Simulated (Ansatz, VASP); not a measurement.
SnSe2: VASP beside Ansatz

```
Sn Se
1.0
     3.81745    0.00000    0.00000
    -1.90872    3.30601    0.00000
     0.00000    0.00000    6.15468
Sn Se
1 2
Cartesian
  0.0000 0.0000 0.0000
  1.9087 1.1020 4.5678
  0.0000 2.2040 1.5869
```

Alike in both runs: functional PBEsol; k mesh 12 × 12 × 4; occupations gaussian, width 0.02 eV; no spin polarisation.

Ansatz relaxed the structure, and its values are those at the end. VASP's run is a single point on that final structure, the one shown.

|  | VASP | Ansatz |
| --- | --- | --- |
| version | VASP 6.6.1 | Ansatz 0.2.0 |
| potentials or method | VASP PAW PBE potentials, release 64 (Sn_d, Se), cutoff 520 eV | scalar-relativistic, plane waves, PAW |
| valence electrons in the cell | 26 | 46 |

|  | VASP | Ansatz | Ansatz less VASP |
| --- | --- | --- | --- |
| gap on the k mesh at the Fermi level (eV) | 0.60 | 0.60 | +0.005 |
| least direct gap on the mesh (eV) | 0.99 | 1.00 | +0.009 |
| pressure (GPa) | 0.1 | 0.0 | -0.11 |
| rms of the force components (eV/Å) | 0.010 | 0.001 | -0.0090 |

VASP's potentials were made for PBE, not for PBEsol. The functional is the same, so the differences come from potentials, cutoffs and numerics. VASP's potentials hold 26 valence electrons a cell and Ansatz's 46, so a difference there can come from the potentials and not from the codes.
